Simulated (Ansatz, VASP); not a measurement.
# TeH6C2 in VASP and in Ansatz

```
C Te H
1.0
    15.71628    0.00000    0.00000
     0.00000   14.50000    0.00000
     0.00000    0.00000   15.00000
C Te H
2 1 6
Direct
  0.59364 0.54892 0.52576
  0.40406 0.48498 0.48623
  0.50180 0.56381 0.41959
  0.60827 0.47588 0.53570
  0.65114 0.58568 0.50488
  0.56867 0.57981 0.58694
  0.42648 0.41457 0.49777
  0.34874 0.48375 0.44186
  0.38701 0.51852 0.54908
```

Alike in both runs: functional PBE; k mesh 1 × 1 × 1; occupations gaussian, width 0.005 eV; no spin polarisation.

Ansatz relaxed the structure, and its values are those at the end. VASP's run is a single point on that final structure, the one shown.

```csv
,VASP,Ansatz
version,VASP 6.6.1,Ansatz 0.2.0
potentials or method,"VASP PAW PBE potentials, release 64 (C, Te, H), cutoff 520 eV","scalar-relativistic, plane waves, PAW"
valence electrons in the cell,20,30
```

|  | VASP | Ansatz | Ansatz less VASP |
| --- | --- | --- | --- |
| gap on the k mesh at the Fermi level (eV) | 3.29 | 3.28 | -0.010 |
| rms of the force components (eV/Å) | 0.015 | 0.001 | -0.0139 |

The functional is the same, so the differences come from potentials, cutoffs and numerics. VASP's potentials hold 20 valence electrons a cell and Ansatz's 30, so a difference there can come from the potentials and not from the codes.

Neither program's run includes spin-orbit coupling.
